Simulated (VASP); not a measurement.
The system is I.

```
I
1.0
     0.00000    1.97772    1.97772
     1.97772    0.00000    1.97772
     1.97772    1.97772    0.00000
I
1
Cartesian
  0.0000 0.0000 0.0000
```

Base run:

```yaml
Program: VASP 6.6.1
Functional: PBEsol
Potentials_or_basis: VASP PAW PBE potentials, release 64 (I)
Cutoff: 520 eV
k_mesh: 14 × 14 × 14
Occupations: fermi-dirac, width 0.05 eV
Spin: no spin polarisation
```

Its results: pressure 146.2 GPa.

Q: The run is repeated on the same cell with these changes: functional from PBEsol to LDA; potentials or basis from VASP PAW PBE potentials, release 64 (I) to VASP PAW LDA potentials, release 64 (I). What comes out?

A: Pressure 143.3 GPa.

Caveats: an odd number of electrons without spin polarisation forces a metal; a magnetic or distorted state may lie lower; the PAW data sets were made with another functional, which shifts forces and pressure a little (some runs).
